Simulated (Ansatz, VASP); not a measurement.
**MgB: VASP beside Ansatz**

```
Mg B
1.0
     2.89515    0.00000    0.00000
     0.00000    2.89515    0.00000
     0.00000    0.00000    2.89515
Mg B
1 1
Direct
  0.00000 0.00000 0.00000
  0.50000 0.50000 0.50000
```

Alike in both runs: functional PBEsol-based screened hybrid; k mesh 5 × 5 × 5; occupations fermi-dirac, width 0.05 eV; no spin polarisation.

|  | VASP | Ansatz |
| --- | --- | --- |
| version | VASP 6.6.1 | Ansatz 0.2.0 |
| potentials or method | VASP PAW PBE potentials, release 64 (Mg, B) | Ansatz PAW |
| plane-wave cutoff (eV) | 520 | 420 |
| valence electrons in the cell | 5 | 13 |
| task | single point | band structure |

VASP gave:

* gap on the k mesh at the Fermi level (eV): none
* pressure (GPa): -2.1

**Question.** What did Ansatz give for the same quantities?

**Answer.** gap on the k mesh at the Fermi level (eV): none; pressure (GPa): -2.0.

VASP's potentials were made for PBE, not for PBEsol-based screened hybrid. A gap of «none» marks a metal or a gap that the smearing closes. VASP's potentials hold 5 valence electrons a cell and Ansatz's 13, so a difference there can come from the potentials and not from the codes.

The k mesh is coarse, so the values compare programs but aren't converged.
